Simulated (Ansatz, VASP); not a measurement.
**Sr2Li3Mo in VASP and in Ansatz**

```
CELL_PARAMETERS angstrom
5.32300 0.00000 0.00000
-2.66150 4.60986 0.00000
0.00000 0.00000 6.57540
ATOMIC_POSITIONS crystal
Li 0.66667 0.33333 0.31195
Li 0.33333 0.66667 0.68805
Li 0.00000 0.00000 0.50000
Sr 0.66667 0.33333 0.82458
Sr 0.33333 0.66667 0.17542
Mo 0.00000 0.00000 0.00000
```

Change from the starting cell: species swapped into the Li3SmSb2 type (P-3m1, No. 164).

Alike in both runs: functional PBE; k mesh 6 × 6 × 4; occupations gaussian, width 0.1 eV; no spin polarisation.

Ansatz relaxed the structure, and its values are those at the end. VASP's run is a single point on that final structure, the one shown.

```csv
,VASP,Ansatz
version,VASP 6.6.1,Ansatz 0.2.0
potentials or method,"VASP PAW PBE potentials, release 64 (Li_sv, Sr_sv, Mo_sv), cutoff 520 eV","scalar-relativistic, plane waves, PAW"
valence electrons in the cell,43,43
```

|  | VASP | Ansatz | Ansatz less VASP |
| --- | --- | --- | --- |
| gap on the k mesh at the Fermi level (eV) | none | none | - |
| rms of the force components (eV/Å) | 0.008 | 0.010 | +0.0015 |

A gap of «none» marks a metal or a gap that the smearing closes. The functional is the same, so the differences come from potentials, cutoffs and numerics.

Noted on VASP's run: the cutoff is short for stress, so the pressure is rough.
